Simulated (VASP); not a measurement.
W, 2 atoms in the cell. It takes space group C2/m (No. 12, monoclinic). Conventional cell: a = 3.973 Å, b = 3.973 Å, c = 3.973 Å, α = 90.00°, β = 90.00°, γ = 90.00°. W (site symmetry m) has 12 W at 2.50 to 3.14 Å within 3.3 Å.  This cell differs from its parent crystal: atoms displaced along a vibrational mode.

* Program: VASP 6.6.1
* Task: single point
* Functional: LDA
* Potentials or basis: VASP PAW LDA potentials, release 64 (W_sv)
* Cutoff: 500 eV
* k mesh: 16 × 16 × 12
* Occupations: gaussian, width 0.15 eV
* Spin: no spin polarisation
* Dipole correction: no
* Further INCAR settings: ALGO = Normal; EDIFF = 1e-06; NBANDS = 21

Potentials or basis: VASP PAW LDA potentials, release 64 (W_sv).

Launch:

```console
$ cat potpaw_LDA.64/W_sv/POTCAR > POTCAR
$ mpirun -np 1 vasp_std > vasp.out
```

Hardware: 1 thread of Intel Xeon 8259CL (shared host).

Q: How long does it take, and how much memory?

A: Wall time 6.7 min on 1 thread of Intel Xeon 8259CL, with other jobs on the host, peak memory 0.47 GiB. Counts: scf iterations 11, k points 826.
